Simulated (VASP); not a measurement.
Set up this calculation in VASP 6.6.1, as the native input.

| Quantity | Value |
| --- | --- |
| Task | single point |
| Functional | LDA |
| Potentials or basis | VASP PAW LDA potentials, release 64 (Tl_d) |
| Cutoff | 520 eV |
| k mesh | 13 × 13 × 13 |
| Occupations | fermi-dirac, width 0.05 eV |
| Spin | no spin polarisation |
| Dipole correction | no |
| Further INCAR settings | ALGO = Normal; EDIFF = 1e-06; NBANDS = 12 |

The structure of Tl lies in POSCAR:

```
Tl
1.0
   -1.9345083127      1.9345083127      1.9345083127
    1.9345083127     -1.9345083127      1.9345083127
    1.9345083127      1.9345083127     -1.9345083127
Tl
1
Direct
    0.0000000000      0.0000000000      0.0000000000
```

This cell differs from its parent crystal: volume scaled by 0.99.

These files were run (other wordings do the same):

INCAR

```
PREC = Accurate
ENCUT = 520
EDIFF = 1E-6
ISMEAR = -1
SIGMA = 0.05
LREAL = False
LASPH = True
NELM = 60
ALGO = Normal
ISIF = 2
LWAVE = False
LCHARG = False
NBANDS = 12
```

KPOINTS

```
regular mesh
0
Gamma
  13 13 13
```

Potentials or basis: VASP PAW LDA potentials, release 64 (Tl_d).

Command:

```bash
$ cat potpaw_LDA.64/Tl_d/POTCAR > POTCAR
$ mpirun -np 1 vasp_std > vasp.out
```

It gave:

```yaml
Pressure: -2.1 GPa
```

Run time: 20 s on 1 thread of Intel(R) Xeon(R) Platinum 8259CL CPU @ 2.50GHz (Skylake/Cascade Lake) (shared host), peak memory 0.15 GiB.
